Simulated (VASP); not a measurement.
A run of VASP 6.6.1:

POSCAR

```
C
1.0
    1.2159619696     -2.1479622876      0.0091232276
    1.2232502972      2.1521701653     -0.0413730204
   -0.0941886657     -0.0851463517      7.1476530721
C
4
Direct
    0.1034933285      0.9456230676      0.7488005552
    0.5908149738      0.4138432831      0.2394105085
    0.9242568809      0.0859987362      0.2421136921
    0.4285181549      0.5893271320      0.7486182121
```

File INCAR.step1:

```
SYSTEM = C
ALGO = Normal
EDIFF = 1E-4
ENCUT = 520
GGA = PE
ISMEAR = 0
LASPH = .True.
LCHARG = .False.
LREAL = .False.
LWAVE = .True.
NBANDS = 16
NELM = 80
PREC = Accurate
SIGMA = 0.1
```

The input INCAR.step2:

```
SYSTEM = C
ALGO = Normal
EDIFF = 1E-6
ENCUT = 520
ISIF = 2
ISMEAR = 0
ISTART = 1
LASPH = .True.
LCHARG = .False.
LMIXTAU = .True.
LREAL = .False.
LWAVE = .False.
METAGGA = R2SCAN
NBANDS = 16
NELM = 80
PREC = Accurate
SIGMA = 0.1
```

Contents of KPOINTS:

```
k-points
0
Gamma
  1 1 1
  0 0 0
```

Potentials or basis: VASP PAW PBE potentials, release 64 (C).

Launch:

```console
$ cat potpaw_PBE.64/C/POTCAR > POTCAR
$ cp INCAR.step1 INCAR
$ mpirun -np 1 vasp_gam > vasp.out
$ cp INCAR.step2 INCAR
$ mpirun -np 1 vasp_gam > vasp.out
```

Hardware: 1 thread of Intel Xeon 8259CL, on a shared host.

Q: Estimate the wall time of this run.

A: Wall time 13 s on 1 thread of Intel Xeon 8259CL, on a shared host, peak memory 0.14 GiB. Counts: k points 1.
